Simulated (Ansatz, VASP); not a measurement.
# Two plane-wave programs on Au

File INCAR:

```
PREC = Accurate
ENCUT = 520
EDIFF = 1E-6
ISMEAR = 0
SIGMA = 0.15
LREAL = F
LASPH = T
NELM = 100
ALGO = Fast
ISIF = 2
LWAVE = F
LCHARG = T
GGA = PS
LELF = T
LVHAR = T
NBANDS = 18
```

KPOINTS

```
regular mesh
0
Gamma
  18 18 10
```

The input POSCAR:

```
Au
1.0
    2.9724983707      0.0000000000      0.0000000000
   -1.4862491853      2.5742591017      0.0000000000
    0.0000000000      0.0000000000      5.0020000000
Au
2
Direct
    0.3333333333      0.6666666667      0.7500000000
    0.6666666667      0.3333333333      0.2500000000
```

Input for Ansatz:

```yaml
crystal:
  lattice:
    - [2.9724983707, 0.0, 0.0]
    - [-1.4862491853, 2.5742591017, 0.0]
    - [0.0, 0.0, 5.002]
  atoms:
    - { symbol: Au, position: [0.3333333333, 0.6666666667, 0.75] }
    - { symbol: Au, position: [0.6666666667, 0.3333333333, 0.25] }
basis:
  ecutwfc: 420
kpoints:
  mp_grid: { grid: [18, 18, 10] }
hamiltonian:
  xc: pbesol
scf:
  occupations: { method: gaussian, width: 0.15 }
output:
  forces: true
  stress: true
  eigenvalues: true
```

Change from the starting cell: strain +0.025 along x and y, +0.025 along z, atoms carried along.

Alike in both runs: task single point; functional PBEsol; k mesh 18 × 18 × 10; occupations gaussian, width 0.15 eV; no spin polarisation.

```csv
,VASP,Ansatz
version,VASP 6.6.1,Ansatz 0.2.0
potentials or method,"VASP PAW PBE potentials, release 64 (Au), cutoff 520 eV","scalar-relativistic, plane waves, PAW"
valence electrons in the cell,22,38
```

|  | VASP | Ansatz | Ansatz less VASP |
| --- | --- | --- | --- |
| gap on the k mesh at the Fermi level (eV) | none | none | - |
| pressure (GPa) | -14.4 | -14.2 | +0.15 |
| traceless stress, the component that is largest in VASP (GPa) | 0.47 | 0.48 | +0.012 |

VASP's potentials were made for PBE, not for PBEsol. A gap of «none» marks a metal or a gap that the smearing closes. VASP's potentials hold 22 valence electrons a cell and Ansatz's 38, so a difference there can come from the potentials and not from the codes.

Spin-orbit coupling is off throughout.
